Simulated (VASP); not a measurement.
Runs of VASP 6.6.1 on Hg. The structure is that of space group Fm-3m (No. 225), or close to it. The cells are those of the table. 

```tsv
task	cell	k mesh	cutoff (eV)	gap on the mesh (eV)	pressure (GPa)
single point	a = 4.948 Å, angles 60.0°, 1 atom	9 × 9 × 9	520	(a)	0.1
relaxation of cell and atoms	relaxed from a = 3.195 Å, angles 60.0°, 1 atom	12 × 12 × 12	600	3.22	0.0
single point	a = 5.163 Å, angles 60.0°, 1 atom	12 × 12 × 12	520	4.13	0.0
single point	a = 5.231 Å, angles 60.0°, 1 atom	9 × 9 × 9	520	4.26	0.0
single point	a = 5.093 Å, angles 60.0°, 1 atom	9 × 9 × 9	520	(c)	0.0
single point	a = 5.163 Å, angles 60.0°, 1 atom	9 × 9 × 9	520	4.22	0.0
single point	a = 5.297 Å, angles 60.0°, 1 atom	9 × 9 × 9	520	4.30	0.0
single point	a = 5.021 Å, angles 60.0°, 1 atom	9 × 9 × 9	520	4.11	0.0
single point	a = 5.362 Å, angles 60.0°, 1 atom	9 × 9 × 9	520	(b)	0.0
```

Alike in all rows: level RPBE; potentials or basis VASP PAW PBE potentials, release 64 (Hg); no spin polarisation; smearing fermi-dirac 0.1 eV.

Question: Fill in the values left out.

Answer: (a) 4.05; (b) 4.33; (c) 4.17.

Caveats: the PAW data sets were made with another functional, which shifts forces and pressure a little; spin-orbit coupling is left out, which moves the levels of the heavy elements.

A k mesh can miss the band edges, and the runs leave out spin-orbit coupling on Hg.
